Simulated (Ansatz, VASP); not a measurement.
## Cu: VASP beside Ansatz

```
Cu
1.0
     2.66645    0.00000    0.00000
    -1.33322    2.30921    0.00000
     0.00000    0.00000    4.35412
Cu
2
Direct
  0.33333 0.66667 0.25000
  0.66667 0.33333 0.75000
```

Alike in both runs: task single point; functional PBE; k mesh 21 × 21 × 12; occupations gaussian, width 0.15 eV; no spin polarisation.

|  | VASP | Ansatz |
| --- | --- | --- |
| version | VASP 6.6.1 | Ansatz 0.2.0 |
| potentials or method | VASP PAW PBE potentials, release 64 (Cu), cutoff 520 eV | scalar-relativistic, plane waves, PAW |
| valence electrons in the cell | 22 | 38 |

Ansatz gave:

| Property | Result |
| --- | --- |
| gap on the k mesh at the Fermi level (eV) | none |
| pressure (GPa) | -11.9 |
| traceless stress, the component that is largest in VASP (GPa) | 0.65 |

Q: Which values does VASP return?

A: gap on the k mesh at the Fermi level (eV): none; pressure (GPa): -11.3; traceless stress, the component that is largest in VASP (GPa): 0.61.

A gap of «none» marks a metal or a gap that the smearing closes. VASP's potentials hold 22 valence electrons a cell and Ansatz's 38, so a difference there can come from the potentials and not from the codes.
